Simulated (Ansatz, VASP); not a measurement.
## Two plane-wave programs on ZnSe

```xyz
2
Lattice="0.0000 2.7744 2.8324 2.7744 0.0000 2.8324 2.7744 2.7744 0.0000" Properties=species:S:1:pos:R:3 pbc="T T T"
Zn    0.0000    0.0000    0.0000
Se    1.3872    1.3872    1.4162
```

Change from the starting cell: biaxial_xy strain -2.0%.

Alike in both runs: task single point; functional PBE; k mesh 8 × 8 × 8; occupations fermi-dirac, width 0.02 eV; no spin polarisation.

|  | VASP | Ansatz |
| --- | --- | --- |
| version | VASP 6.6.1 | Ansatz 0.2.0 |
| potentials or method | VASP PAW PBE potentials, release 64 (Zn, Se) | plane waves, PAW |
| plane-wave cutoff (eV) | 520 | 420 |
| valence electrons in the cell | 18 | 28 |

Ansatz gave:

- gap on the k mesh at the Fermi level (eV): 1.43
- pressure (GPa): 5.2
- traceless stress, the component that is largest in VASP (GPa): -0.47

Problem. What did VASP give for the same quantities?

Solution. gap on the k mesh at the Fermi level (eV): 1.44; pressure (GPa): 5.5; traceless stress, the component that is largest in VASP (GPa): -0.46.

VASP's potentials hold 18 valence electrons a cell and Ansatz's 28, so a difference there can come from the potentials and not from the codes.
